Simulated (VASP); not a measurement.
A run of VASP 6.6.1:

Contents of INCAR:

```
SYSTEM = MgSiN
ALGO     = Normal         ! electronic algorithm
EDIFF    = 1E-6           ! SCF threshold, eV
ENCUT    = 750            ! plane-wave cutoff, eV
GGA      = PE             ! functional
GGA_COMPAT= .FALSE.      
ISIF     = 2              ! what is computed and relaxed
ISMEAR   = 0              ! smearing method
LASPH    = .TRUE.         ! aspherical terms in the spheres
LCHARG   = .FALSE.        ! write CHGCAR
LREAL    = .FALSE.        ! projectors in reciprocal space
LWAVE    = .FALSE.        ! write WAVECAR
NBANDS   = 28             ! bands
NELM     = 120            ! most SCF steps
PREC     = Accurate       ! precision mode
SIGMA    = 0.1            ! smearing width, eV
```

The input KPOINTS:

```
k-points
0
G
  6 6 2
  0 0 0
```

POSCAR

```
MgSiN
1.0
    3.0601833300      0.0000000000      0.0000000000
    0.0000000000      3.4178082700      0.0000000000
    0.0000000000      0.0000000000      7.6278237400
Mg Si N
2 2 2
Direct
    0.5000000000      0.5000000000      0.1039999900
    0.0000000000      0.0000000000      0.8960000100
    0.0000000000      0.5000000000      0.3279999900
    0.5000000000      0.0000000000      0.6720000100
    0.0000000000      0.5000000000      0.9629999800
    0.5000000000      0.0000000000      0.0370000200
```

Potentials or basis: VASP PAW PBE potentials, release 64 (Mg_sv, Si, N).

Run with:

```console
$ cat potpaw_PBE.64/Mg_sv/POTCAR potpaw_PBE.64/Si/POTCAR potpaw_PBE.64/N/POTCAR > POTCAR
$ mpirun -np 1 vasp_std > vasp.out
```

Hardware: 1 thread of Intel(R) Xeon(R) Platinum 8259CL CPU @ 2.50GHz (Skylake/Cascade Lake), with other jobs on the host.

Q: Estimate the wall time of this run.

A: Wall time 110 s on 1 thread of Intel(R) Xeon(R) Platinum 8259CL CPU @ 2.50GHz (Skylake/Cascade Lake) (shared host), peak memory 0.3 GiB. Counts: scf iterations 17, k points 32.
